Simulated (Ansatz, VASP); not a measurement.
## TiB2: VASP beside Ansatz

```
Ti B
1.0
     3.86945    0.00000    0.00000
    -1.93473    3.35105    0.00000
     0.00000    0.00000    4.32000
Ti B
2 4
Direct
  0.33333 0.66667 0.25000
  0.66667 0.33333 0.75000
  0.00000 0.00000 0.00000
  0.00000 0.00000 0.50000
  0.66667 0.33333 0.25000
  0.33333 0.66667 0.75000
```

Alike in both runs: task single point; functional PBE; k mesh 6 × 6 × 4; occupations gaussian, width 0.1 eV; collinear spin.

|  | VASP | Ansatz |
| --- | --- | --- |
| version | VASP 6.6.1 | Ansatz 0.2.0 |
| potentials or method | VASP PAW PBE potentials, release 64 (Ti_sv, B), cutoff 520 eV | scalar-relativistic, plane waves, PAW |
| valence electrons in the cell | 36 | 36 |

```tsv
	VASP	Ansatz	Ansatz less VASP
gap on the k mesh at the Fermi level (eV)	none	none	-
pressure (GPa)	0.2	0.2	+0.03
traceless stress, the component that is largest in VASP (GPa)	0.05	0.01	-0.040
net moment per atom (μB)	0.00	0.00	0.000
```

A gap of «none» marks a metal or a gap that the smearing closes. Ansatz's warnings: seeded moment not kept.

The k mesh is coarse, so the values compare programs but aren't converged.
